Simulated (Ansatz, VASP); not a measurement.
**Two plane-wave programs on WS2**

The input INCAR:

```
SYSTEM = WS2
ALGO     = Normal         ! electronic algorithm
DIPOL    = 0.5 0.5 0.421
EDIFF    = 1E-6           ! SCF threshold, eV
ENCUT    = 520            ! plane-wave cutoff, eV
GGA      = PE             ! functional
IDIPOL   = 3            
ISIF     = 2              ! what is computed and relaxed
ISMEAR   = 0              ! smearing method
IVDW     = 12             ! dispersion correction
LASPH    = .True.         ! aspherical terms in the spheres
LCHARG   = .True.         ! write CHGCAR
LDIPOL   = .True.       
LELF     = .True.         ! ELF
LREAL    = .False.        ! projectors in reciprocal space
LVACPOTAV= .True.       
LVHAR    = .True.       
LWAVE    = .False.        ! write WAVECAR
NBANDS   = 35             ! bands
NELM     = 80             ! most SCF steps
PREC     = Accurate       ! precision mode
SIGMA    = 0.05           ! smearing width, eV
```

KPOINTS

```
k-points
0
Gamma
  9 9 1
  0 0 0
```

POSCAR

```
WS2
1.0
    3.1595457497      0.0000000000      0.0000000000
   -1.5797728749      2.7362468836      0.0000000000
    0.0000000000      0.0000000000     23.8042575719
S W
4 2
Direct
    0.3333333333      0.6666666667      0.1890418126
    0.3333333333      0.6666666667      0.3214605103
    0.3333333333      0.6666666667      0.5205845529
    0.3333333333      0.6666666667      0.6530032506
    0.6666666667      0.3333333333      0.2552511581
    0.6666666667      0.3333333333      0.5867938984
```

Input for Ansatz:

```yaml
crystal:
  lattice:
    - [3.1595457497, 0.0, 0.0]
    - [-1.5797728749, 2.7362468836, 0.0]
    - [0.0, 0.0, 23.8042575719]
  atoms:
    - { symbol: S, position: [0.3333333333, 0.6666666667, 0.1890418126] }
    - { symbol: W, position: [0.6666666667, 0.3333333333, 0.2552511581] }
    - { symbol: S, position: [0.3333333333, 0.6666666667, 0.3214605103] }
    - { symbol: S, position: [0.3333333333, 0.6666666667, 0.5205845529] }
    - { symbol: W, position: [0.6666666667, 0.3333333333, 0.5867938984] }
    - { symbol: S, position: [0.3333333333, 0.6666666667, 0.6530032506] }
basis:
  ecutwfc: 420
kpoints:
  mp_grid: { grid: [9, 9, 1] }
hamiltonian:
  xc: pbe
  pseudopotentials: { kind: paw, azcp: { folder: soft_1 } }
  dispersion: d3bj
scf:
  occupations: { method: gaussian, width: 0.05 }
output:
  forces: true
  eigenvalues: true
efield:
  axis: 3
  dipole_correction: true
  ramp_width: 0.04
```

Alike in both runs: task single point; functional PBE; dispersion D3(BJ); k mesh 9 × 9 × 1; occupations gaussian, width 0.05 eV; no spin polarisation.

```csv
,VASP,Ansatz
version,VASP 6.6.1,Ansatz 0.2.0
potentials or method,"VASP PAW PBE potentials, release 64 (S, W_sv), cutoff 520 eV","scalar-relativistic, plane waves, PAW"
valence electrons in the cell,52,52
```

```csv
,VASP,Ansatz,Ansatz less VASP
gap on the k mesh at the Fermi level (eV),1.92,1.92,-0.003
least direct gap on the mesh (eV),1.92,1.92,-0.003
rms of the force components (eV/Å),0.017,0.016,-0.0007
```

Neither program's run includes spin-orbit coupling.
